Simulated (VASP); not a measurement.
Write the native input for VASP 6.6.1 that does the following.

* Task: single point
* Functional: PBEsol
* Potentials or basis: VASP PAW PBE potentials, release 64 (Co)
* Cutoff: 520 eV
* k mesh: 21 × 21 × 15
* Occupations: fermi-dirac, width 0.1 eV
* Spin: no spin polarisation
* Dipole correction: no
* Further INCAR settings: ALGO = Normal; EDIFF = 1e-06; NBANDS = 16

The structure of Co lies in POSCAR:

```
Co
1.0
   -2.7589277276      2.4019335274      1.1628799391
    2.4019335274     -2.7589277276      1.1628799391
    2.0148894965      2.0148894965     -1.8167154707
Co
2
Direct
    0.9889355944      0.0110644056      1.0000000000
    0.7610644056      0.2389355944      0.5000000000
```

These files were run (other wordings do the same):

INCAR

```
SYSTEM = Co
  ALGO = Normal
  EDIFF = 1E-6
  ENCUT = 520
  GGA = PS
  ISIF = 2
  ISMEAR = -1
  LASPH = .True.
  LCHARG = .False.
  LREAL = .False.
  LWAVE = .False.
  NBANDS = 16
  NELM = 80
  PREC = Accurate
  SIGMA = 0.1
```

KPOINTS

```
k-points
0
Gamma
  21 21 15
  0 0 0
```

Potentials or basis: VASP PAW PBE potentials, release 64 (Co).

Command:

```sh
$ cat potpaw_PBE.64/Co/POTCAR > POTCAR
$ mpirun -np 1 vasp_std > vasp.out
```

It gave:

```json
{
  "Pressure": "-1.0 GPa",
  "Largest force": "0.005 eV/Å",
  "Band gap on the k mesh": "zero (bands 9 and 10 overlap by 1.35 eV)"
}
```

Caveat: the PAW data sets were made with another functional, which shifts forces and pressure a little; the run has no spin polarisation, though such a crystal can be magnetic.

Run time: 19 min on 1 thread of Oxide Virtual Turin-like Processor, on a shared host, peak memory 0.56 GiB.
